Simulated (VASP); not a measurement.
# PbS (Pm-3m) in VASP: a series of runs, part 2 of 3

VASP 6.6.1.

## 3. Single point, r2SCAN (volume changed by -6%)

The input, POSCAR:

```
PbS
1.0
    3.5609248246      0.0000000000      0.0000000000
    0.0000000000      3.5609248246      0.0000000000
    0.0000000000      0.0000000000      3.5609248246
Pb S
1 1
Direct
    0.0000000000      0.0000000000      0.0000000000
    0.5000000000      0.5000000000      0.5000000000
```

The input, INCAR.step1:

```
SYSTEM = PbS
PREC = Accurate ; ENCUT = 520
ISMEAR = -1 ; SIGMA = 0.02
LREAL = .False. ; LASPH = .True.
NELM = 80 ; NBANDS = 17
GGA = PE ; ALGO = Normal
EDIFF = 1E-4 ; LWAVE = .True.
LCHARG = .False.
```

The input, INCAR.step2:

```
SYSTEM = PbS
PREC = Accurate ; ENCUT = 520
EDIFF = 1E-7 ; ISMEAR = -1
SIGMA = 0.02 ; LREAL = .False.
LASPH = .True. ; NELM = 80
ALGO = Normal ; ISIF = 2
LWAVE = .False. ; LCHARG = .True.
METAGGA = R2SCAN ; LMIXTAU = .True.
LELF = .True. ; LVHAR = .True.
NBANDS = 17 ; ISTART = 1
```

The input, KPOINTS:

```
regular mesh
0
Gamma
  6 6 6
  0 0 0
```

Potentials or basis: VASP PAW PBE potentials, release 64 (Pb_d, S).

The run is started by

```
$ cat potpaw_PBE.64/Pb_d/POTCAR potpaw_PBE.64/S/POTCAR > POTCAR
$ cp INCAR.step1 INCAR
$ mpirun -np 1 vasp_std > vasp.out
$ cp INCAR.step2 INCAR
$ mpirun -np 1 vasp_std > vasp.out
```

OUTCAR:

```text
SYSTEM = PbS
   PREC = Accurate
   ENCUT = 520
   EDIFF = 1E-7
   ISMEAR = -1
   LREAL = .False.
   LASPH = .True.
   NELM = 80
   ISIF = 2
   METAGGA = R2SCAN
   ISTART = 1

 ion  position               nearest neighbor table
   1  0.000  0.000  0.000-   2 3.08   2 3.08   2 3.08   2 3.08   2 3.08   2 3.08   2 3.08   2 3.08

   2  0.500  0.500  0.500-   1 3.08   1 3.08   1 3.08   1 3.08   1 3.08   1 3.08   1 3.08   1 3.08

  LATTYP: Found a simple cubic cell.
 ALAT       =     3.5609248246

  Lattice vectors:

 A1 = (   3.5609248246,   0.0000000000,   0.0000000000)
 A2 = (   0.0000000000,   3.5609248246,   0.0000000000)
 A3 = (   0.0000000000,   0.0000000000,   3.5609248246)

Analysis of symmetry for initial positions (statically):
=====================================================================
 Subroutine PRICEL returns:
 Original cell was already a primitive cell.

 Routine SETGRP: Setting up the symmetry group for a
 simple cubic supercell.

 Subroutine GETGRP returns: Found 48 space group operations
 (whereof 48 operations were pure point group operations)
[... 156 lines left out ...]

  energy without entropy =      -65.03844923  energy(sigma->0) =      -65.03903982

 E-fermi :   7.0165     XC(G=0): -11.1133

 val. band max:        7.0045553410   @ k =   0.5000   0.0000   0.0000
 cond. band min:       7.2528386946   @ k =   0.5000   0.3333   0.3333
 fundamental gap:      0.2482833536
 Fermi energy:         7.0164882634

 k-point     1 :       0.0000    0.0000    0.0000
  band No.  band energies     occupation
      1     -10.6924      2.00000
      2     -10.6924      2.00000
      3     -10.4240      2.00000
      4     -10.4240      2.00000
      5     -10.4240      2.00000
      6      -7.3394      2.00000
[... 377 lines left out ...]
      4     -10.3559      2.00000
      5     -10.3559      2.00000
      6      -4.5886      2.00000
[... 9 lines left out ...]
     16      22.5372      0.00000
     17      24.3856      0.00000

------------------------ aborting loop because EDIFF is reached ----------------------------------------

  FORCE on cell =-STRESS in cart. coord.  units (eV):
  Direction    XX          YY          ZZ          XY          YZ          ZX
  --------------------------------------------------------------------------------------
  -------------------------------------------------------------------------------------
  Total        1.2641825      1.2641825      1.2641825      0.0000000      0.0000000      0.0000000
  in kB       44.8571770     44.8571770     44.8571770      0.0000000      0.0000000      0.0000000
  external PRESSURE =      44.8571770 kB  Pullay stress =       0.0000000 kB

 VOLUME and BASIS-vectors are now :
 -----------------------------------------------------------------------------
  energy-cutoff  :      520.00
  volume of cell :       45.15
      direct lattice vectors                 reciprocal lattice vectors
     3.560924825  0.000000000  0.000000000     0.280825923  0.000000000  0.000000000
     0.000000000  3.560924825  0.000000000     0.000000000  0.280825923  0.000000000
     0.000000000  0.000000000  3.560924825     0.000000000  0.000000000  0.280825923

 POSITION                                       TOTAL-FORCE (eV/Angst)
 -----------------------------------------------------------------------------------
      0.00000      0.00000      0.00000         0.000000      0.000000      0.000000
      1.78046      1.78046      1.78046         0.000000      0.000000      0.000000
 -----------------------------------------------------------------------------------
    total drift:                               -0.000000      0.000000      0.000000

  FREE ENERGIE OF THE ION-ELECTRON SYSTEM (eV)
  ---------------------------------------------------
  free  energy   TOTEN  =       -65.0396304066 eV

  energy  without entropy=      -65.0384492275  energy(sigma->0) =      -65.03903982
```

OUTCAR.step1:

```text
SYSTEM = PbS
   PREC = Accurate
   ENCUT = 520
   ISMEAR = -1
   LREAL = .False.
   LASPH = .True.
[... 615 lines left out ...]
      0.00000      0.00000      0.00000         0.000000      0.000000      0.000000
      1.78046      1.78046      1.78046         0.000000      0.000000      0.000000
 -----------------------------------------------------------------------------------
    total drift:                               -0.000000      0.000000      0.000000

  FREE ENERGIE OF THE ION-ELECTRON SYSTEM (eV)
  ---------------------------------------------------
  free  energy   TOTEN  =        -8.1974368284 eV

  energy  without entropy=       -8.1949980798  energy(sigma->0) =       -8.19621745
```

OSZICAR.step1:

```text
N       E                     dE             d eps       ncg     rms          rms(c)
DAV:   1     0.156158281903E+03    0.15616E+03   -0.97961E+03   680   0.128E+03
DAV:   2     0.293625667713E+01   -0.15322E+03   -0.14806E+03   713   0.326E+02
DAV:   3    -0.852233505772E+01   -0.11459E+02   -0.11203E+02   904   0.917E+01
DAV:   4    -0.878870005538E+01   -0.26636E+00   -0.26603E+00   839   0.145E+01
DAV:   5    -0.879802748279E+01   -0.93274E-02   -0.93268E-02   997   0.274E+00    0.477E+00
DAV:   6    -0.820827617164E+01    0.58975E+00   -0.14694E+00  1048   0.944E+00    0.340E+00
DAV:   7    -0.820072808611E+01    0.75481E-02   -0.15501E-01   862   0.206E+00    0.196E+00
DAV:   8    -0.820628190534E+01   -0.55538E-02   -0.58209E-02   901   0.194E+00    0.425E-01
DAV:   9    -0.819771803649E+01    0.85639E-02   -0.38675E-02   997   0.134E+00    0.173E-01
DAV:  10    -0.819763382481E+01    0.84212E-04   -0.39033E-03   996   0.430E-01    0.945E-02
DAV:  11    -0.819743511522E+01    0.19871E-03   -0.65193E-04   876   0.167E-01    0.293E-02
DAV:  12    -0.819743682836E+01   -0.17131E-05   -0.64048E-05   414   0.480E-02
   1 F= -.81974368E+01 E0= -.81962175E+01  d E =-.243875E-02
```

Run time: 85 s. Hardware: 1 thread of Intel Xeon 8259CL, shared host; peak memory 0.17 GiB.

Results:

| Item | Value |
| --- | --- |
| Free energy | -65.0396 eV |
| Pressure | 4.5 GPa |
| Band gap on the k mesh | zero (band 10 reaches 7.00 eV, above the bottom of band 11 at 6.43 eV) |

Caveat: the cell differs from its parent crystal (volume changed by -6%); the PAW data sets were made with another functional, which shifts forces and pressure a little; spin-orbit coupling is left out, which moves the levels of the heavy elements.

## 4. Single point, r2SCAN (volume changed by -3%)

The input, POSCAR:

```
PbS
1.0
    3.5984109986      0.0000000000      0.0000000000
    0.0000000000      3.5984109986      0.0000000000
    0.0000000000      0.0000000000      3.5984109986
Pb S
1 1
Direct
    0.0000000000      0.0000000000      0.0000000000
    0.5000000000      0.5000000000      0.5000000000
```

The input, INCAR.step1:

```
ALGO     = Normal         # electronic algorithm
EDIFF    = 1E-4           # SCF threshold, eV
ENCUT    = 520            # plane-wave cutoff, eV
GGA      = PE             # functional
ISMEAR   = -1             # smearing method
LASPH    = T              # aspherical terms in the spheres
LCHARG   = F              # write CHGCAR
LREAL    = F              # projectors in reciprocal space
LWAVE    = T              # write WAVECAR
NBANDS   = 17             # bands
NELM     = 100            # most SCF steps
PREC     = Accurate       # precision mode
SIGMA    = 0.02           # smearing width, eV
```

The input, INCAR.step2:

```
ALGO     = Normal         # electronic algorithm
EDIFF    = 1E-7           # SCF threshold, eV
ENCUT    = 520            # plane-wave cutoff, eV
ISIF     = 2              # what is computed and relaxed
ISMEAR   = -1             # smearing method
ISTART   = 1            
LASPH    = T              # aspherical terms in the spheres
LCHARG   = F              # write CHGCAR
LMIXTAU  = T            
LREAL    = F              # projectors in reciprocal space
LWAVE    = F              # write WAVECAR
METAGGA  = R2SCAN         # meta-GGA
NBANDS   = 17             # bands
NELM     = 100            # most SCF steps
PREC     = Accurate       # precision mode
SIGMA    = 0.02           # smearing width, eV
```

The input, KPOINTS:

```
k-points
0
Gamma
  6 6 6
```

The run is started by

```
$ cat potpaw_PBE.64/Pb_d/POTCAR potpaw_PBE.64/S/POTCAR > POTCAR
$ cp INCAR.step1 INCAR
$ mpirun -np 1 vasp_std > vasp.out
$ cp INCAR.step2 INCAR
$ mpirun -np 1 vasp_std > vasp.out
```

Wall time 94 s (1 thread of Intel Xeon 8259CL, shared host); peak memory 0.17 GiB.

The run converged. Its results:

```
Free energy            : -65.0696 eV
Pressure               : 2.1 GPa
Band gap on the k mesh : zero (band 10 reaches 6.56 eV, above the bottom of band 11 at 6.14 eV)
```

Levels at points of the mesh, in eV from the Fermi level:
```
           k point  band 6  band 7  band 8  band 9  band 10  band 11  band 12  band 13  band 14  band 15
(0.00, 0.00, 0.00)  -14.06   -6.77   -1.86   -1.86    -1.86     5.89     5.89     7.22     7.22     7.22
(0.50, 0.00, 0.00)  -12.64   -9.50   -0.63   -0.63    -0.05     0.67     4.23     4.23     7.08    10.07
(0.50, 0.50, 0.00)  -11.74   -7.51   -4.87   -4.87    -0.43     4.68     4.68     6.46     7.86    10.02
(0.50, 0.50, 0.50)  -11.49   -6.07   -2.70   -2.70    -2.70    -0.44    -0.44    -0.44    15.22    15.22
```

Caveat: the cell differs from its parent crystal (volume changed by -3%); the PAW data sets were made with another functional, which shifts forces and pressure a little; spin-orbit coupling is left out, which moves the levels of the heavy elements.

## 5. Single point, r2SCAN

This run uses another cell than the first one, of 24.02 Å³/atom, 0.930 times its volume.

The input, POSCAR:

```
PbS
1.0
    3.6351320144      0.0000000000      0.0000000000
    0.0000000000      3.6351320144      0.0000000000
    0.0000000000      0.0000000000      3.6351320144
Pb S
1 1
Direct
    0.0000000000      0.0000000000      0.0000000000
    0.5000000000      0.5000000000      0.5000000000
```

The input, INCAR.step1:

```
  PREC = Accurate
  ENCUT = 520
  ISMEAR = -1
  SIGMA = 0.02
  LREAL = F
  LASPH = T
  NELM = 100
  NBANDS = 17
  GGA = PE
  ALGO = Normal
  EDIFF = 1E-4
  LWAVE = T
  LCHARG = F
```

The input, INCAR.step2:

```
  PREC = Accurate
  ENCUT = 520
  EDIFF = 1E-6
  ISMEAR = -1
  SIGMA = 0.02
  LREAL = F
  LASPH = T
  NELM = 100
  ALGO = Normal
  ISIF = 2
  LWAVE = F
  LCHARG = F
  METAGGA = R2SCAN
  LMIXTAU = T
  NBANDS = 17
  ISTART = 1
```

The input, KPOINTS:

```
regular mesh
0
Gamma
  6 6 6
```

Potentials or basis: VASP PAW PBE potentials, release 64 (Pb_d, S).

The run is started by

```
$ cat potpaw_PBE.64/Pb_d/POTCAR potpaw_PBE.64/S/POTCAR > POTCAR
$ cp INCAR.step1 INCAR
$ mpirun -np 1 vasp_std > vasp.out
$ cp INCAR.step2 INCAR
$ mpirun -np 1 vasp_std > vasp.out
```

OUTCAR:

```text
PREC = Accurate
   ENCUT = 520
   EDIFF = 1E-6
   ISMEAR = -1
   LREAL = F
   LASPH = T
   NELM = 100
   ISIF = 2
   METAGGA = R2SCAN
   ISTART = 1

 ion  position               nearest neighbor table
   1  0.000  0.000  0.000-   2 3.15   2 3.15   2 3.15   2 3.15   2 3.15   2 3.15   2 3.15   2 3.15

   2  0.500  0.500  0.500-   1 3.15   1 3.15   1 3.15   1 3.15   1 3.15   1 3.15   1 3.15   1 3.15

  LATTYP: Found a simple cubic cell.
 ALAT       =     3.6351320144

  Lattice vectors:

 A1 = (   3.6351320144,   0.0000000000,   0.0000000000)
 A2 = (   0.0000000000,   3.6351320144,   0.0000000000)
 A3 = (   0.0000000000,   0.0000000000,   3.6351320144)

Analysis of symmetry for initial positions (statically):
=====================================================================
 Subroutine PRICEL returns:
 Original cell was already a primitive cell.

 Routine SETGRP: Setting up the symmetry group for a
 simple cubic supercell.

 Subroutine GETGRP returns: Found 48 space group operations
 (whereof 48 operations were pure point group operations)
 out of a pool of 48 trial point group operations.

The static configuration has the point symmetry O_h .
[... 153 lines left out ...]

  energy without entropy =      -65.07828413  energy(sigma->0) =      -65.07878355

 E-fermi :   6.1745     XC(G=0): -10.7846

 val. band max:        6.1640726811   @ k =   0.1667   0.1667   0.1667
 cond. band min:       6.6301089965   @ k =   0.5000   0.3333   0.3333
 fundamental gap:      0.4660363154
 Fermi energy:         6.1744824840

 k-point     1 :       0.0000    0.0000    0.0000
  band No.  band energies     occupation
      1     -11.4241      2.00000
      2     -11.4241      2.00000
      3     -11.2005      2.00000
      4     -11.2005      2.00000
      5     -11.2005      2.00000
      6      -7.6195      2.00000
[... 377 lines left out ...]
      4     -11.1493      2.00000
      5     -11.1493      2.00000
      6      -5.2174      2.00000
[... 9 lines left out ...]
     16      21.0966      0.00000
     17      23.3566      0.00000

------------------------ aborting loop because EDIFF is reached ----------------------------------------

  FORCE on cell =-STRESS in cart. coord.  units (eV):
  Direction    XX          YY          ZZ          XY          YZ          ZX
  --------------------------------------------------------------------------------------
  -------------------------------------------------------------------------------------
  Total       -0.0023633     -0.0023633     -0.0023633     -0.0000000     -0.0000000     -0.0000000
  in kB       -0.0788245     -0.0788245     -0.0788245     -0.0000000     -0.0000000     -0.0000000
  external PRESSURE =      -0.0788245 kB  Pullay stress =       0.0000000 kB

 VOLUME and BASIS-vectors are now :
 -----------------------------------------------------------------------------
  energy-cutoff  :      520.00
  volume of cell :       48.04
      direct lattice vectors                 reciprocal lattice vectors
     3.635132014  0.000000000  0.000000000     0.275093173  0.000000000  0.000000000
     0.000000000  3.635132014  0.000000000     0.000000000  0.275093173  0.000000000
     0.000000000  0.000000000  3.635132014     0.000000000  0.000000000  0.275093173

 POSITION                                       TOTAL-FORCE (eV/Angst)
 -----------------------------------------------------------------------------------
      0.00000      0.00000      0.00000         0.000000      0.000000      0.000000
      1.81757      1.81757      1.81757         0.000000      0.000000      0.000000
 -----------------------------------------------------------------------------------
    total drift:                               -0.000000      0.000000      0.000000

  FREE ENERGIE OF THE ION-ELECTRON SYSTEM (eV)
  ---------------------------------------------------
  free  energy   TOTEN  =       -65.0792829717 eV

  energy  without entropy=      -65.0782841348  energy(sigma->0) =      -65.07878355
```

OUTCAR.step1:

```text
PREC = Accurate
   ENCUT = 520
   ISMEAR = -1
   LREAL = F
   LASPH = T
   NELM = 100
[... 613 lines left out ...]
 -----------------------------------------------------------------------------------
      0.00000      0.00000      0.00000         0.000000      0.000000      0.000000
      1.81757      1.81757      1.81757         0.000000      0.000000      0.000000
 -----------------------------------------------------------------------------------
    total drift:                               -0.000000      0.000000      0.000000

  FREE ENERGIE OF THE ION-ELECTRON SYSTEM (eV)
  ---------------------------------------------------
  free  energy   TOTEN  =        -8.2515909191 eV

  energy  without entropy=       -8.2506028545  energy(sigma->0) =       -8.25109689
```

OSZICAR.step1:

```text
N       E                     dE             d eps       ncg     rms          rms(c)
DAV:   1     0.157991435352E+03    0.15799E+03   -0.98304E+03   680   0.125E+03
DAV:   2     0.287357361974E+01   -0.15512E+03   -0.14904E+03   705   0.315E+02
DAV:   3    -0.864579631593E+01   -0.11519E+02   -0.11398E+02   879   0.903E+01
DAV:   4    -0.890194594840E+01   -0.25615E+00   -0.25593E+00   862   0.145E+01
DAV:   5    -0.891137603658E+01   -0.94301E-02   -0.94291E-02   974   0.271E+00    0.439E+00
DAV:   6    -0.826128730765E+01    0.65009E+00   -0.16956E+00  1028   0.920E+00    0.315E+00
DAV:   7    -0.825450742111E+01    0.67799E-02   -0.14785E-01   807   0.195E+00    0.186E+00
DAV:   8    -0.825194968209E+01    0.25577E-02   -0.17262E-02   796   0.131E+00    0.322E-01
DAV:   9    -0.825149332604E+01    0.45636E-03   -0.26950E-03   973   0.404E-01    0.950E-02
DAV:  10    -0.825159091907E+01   -0.97593E-04   -0.24769E-04   753   0.923E-02
   1 F= -.82515909E+01 E0= -.82510969E+01  d E =-.988065E-03
```

Run time: 81 s. Hardware: 1 thread of Intel Xeon 8259CL, shared host; peak memory 0.17 GiB.

Results:

| Item | Value |
| --- | --- |
| Free energy | -65.0793 eV |
| Pressure | 0.0 GPa |
| Band gap on the k mesh | zero (band 10 reaches 6.16 eV, above the bottom of band 11 at 5.86 eV) |

Levels at points of the mesh, in eV from the Fermi level:
| k point | band 8 | band 9 | band 10 | band 11 | band 12 | band 13 |
| --- | --- | --- | --- | --- | --- | --- |
| (0.00, 0.00, 0.00) | -1.73 | -1.73 | -1.73 | 5.96 | 5.96 | 7.02 |
| (0.50, 0.00, 0.00) | -0.56 | -0.56 | -0.10 | 0.67 | 4.21 | 4.21 |
| (0.50, 0.50, 0.00) | -4.64 | -4.64 | -0.36 | 4.59 | 4.59 | 6.30 |
| (0.50, 0.50, 0.50) | -2.55 | -2.55 | -2.55 | -0.32 | -0.32 | -0.32 |

Caveat: the PAW data sets were made with another functional, which shifts forces and pressure a little; spin-orbit coupling is left out, which moves the levels of the heavy elements.

[end of part 2 of 3]
